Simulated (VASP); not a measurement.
Ir:

```
CELL_PARAMETERS angstrom
0.00000 1.91487 1.91487
1.91487 0.00000 1.91487
1.91487 1.91487 0.00000
ATOMIC_POSITIONS crystal
Ir 0.00000 0.00000 0.00000
```

This cell differs from its parent crystal: volume scaled by 0.92.

Base run:

```yaml
Program: VASP 6.6.1
Functional: BLYP
Potentials_or_basis: VASP PAW PBE potentials, release 64 (Ir_sv_GW)
Cutoff: 500 eV
k_mesh: 22 × 22 × 22
Occupations: fermi-dirac, width 0.1 eV
Spin: no spin polarisation
```

Its results: pressure 28.8 GPa.

Q: The run is repeated on the same cell with these changes: potentials or basis from VASP PAW PBE potentials, release 64 (Ir_sv_GW) to VASP PAW PBE potentials, release 64 (Ir); cutoff from 500 eV to 520 eV; further incar settings from ALGO = Normal; EDIFF = 1e-06; NBANDS = 14 to ALGO = Normal; EDIFF = 1e-06; NBANDS = 10; valence electrons from 17 to 9. What comes out?

A: Pressure 33.5 GPa.

Caveats: the PAW data sets were made with another functional, which shifts forces and pressure a little.
